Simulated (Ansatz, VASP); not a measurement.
# ScSi4O in VASP and in Ansatz

File INCAR:

```
  PREC = Accurate
  ENCUT = 520
  EDIFF = 1E-6
  ISMEAR = 0
  SIGMA = 0.1
  LREAL = F
  LASPH = T
  NELM = 80
  ALGO = Normal
  ISIF = 2
  LWAVE = F
  LCHARG = F
  GGA = PE
  NBANDS = 26
```

The input KPOINTS:

```
Automatic mesh
0
Gamma
  4 4 4
```

The input POSCAR:

```
ScSi4O
1.0
    0.0000000000      3.5877548600      3.5877548600
    3.5877548600      0.0000000000      3.5877548600
    3.5877548600      3.5877548600      0.0000000000
Sc Si O
1 4 1
Direct
    0.0000000000      0.0000000000      0.0000000000
    0.8749087200      0.3750304300      0.3750304300
    0.3750304300      0.3750304300      0.3750304300
    0.3750304300      0.8749087200      0.3750304300
    0.3750304300      0.3750304300      0.8749087200
    0.7500000000      0.7500000000      0.7500000000
```

Input for Ansatz:

```yaml
crystal:
  lattice:
    - [0.0, 3.58775486, 3.58775486]
    - [3.58775486, 0.0, 3.58775486]
    - [3.58775486, 3.58775486, 0.0]
  atoms:
    - { symbol: Sc, position: [0.0, 0.0, 0.0] }
    - { symbol: Si, position: [0.87490872, 0.37503043, 0.37503043] }
    - { symbol: Si, position: [0.37503043, 0.37503043, 0.37503043] }
    - { symbol: Si, position: [0.37503043, 0.87490872, 0.37503043] }
    - { symbol: Si, position: [0.37503043, 0.37503043, 0.87490872] }
    - { symbol: O, position: [0.75, 0.75, 0.75] }
basis:
  ecutwfc: 420
kpoints:
  mp_grid: { grid: [4, 4, 4] }
hamiltonian:
  xc: pbe
scf:
  occupations: { method: gaussian, width: 0.1 }
  lower_state_search: "off"
output:
  forces: true
  stress: true
  eigenvalues: true
```

Change from the starting cell: species swapped into the GdDyAl4 type (F-43m, No. 216).

Alike in both runs: task single point; functional PBE; k mesh 4 × 4 × 4; occupations gaussian, width 0.1 eV; no spin polarisation.

|  | VASP | Ansatz |
| --- | --- | --- |
| version | VASP 6.6.1 | Ansatz 0.2.0 |
| potentials or method | VASP PAW PBE potentials, release 64 (Sc_sv, Si, O), cutoff 520 eV | scalar-relativistic, plane waves, PAW |
| valence electrons in the cell | 33 | 33 |

```tsv
	VASP	Ansatz	Ansatz less VASP
gap on the k mesh at the Fermi level (eV)	none	none	-
pressure (GPa)	-6.8	-6.8	+0.03
rms of the force components (eV/Å)	0.253	0.254	+0.0010
```

Atom by atom the forces differ by 0.001 eV/Å (rms over components). A gap of «none» marks a metal or a gap that the smearing closes.

The k mesh is coarse, so the values compare programs but aren't converged.
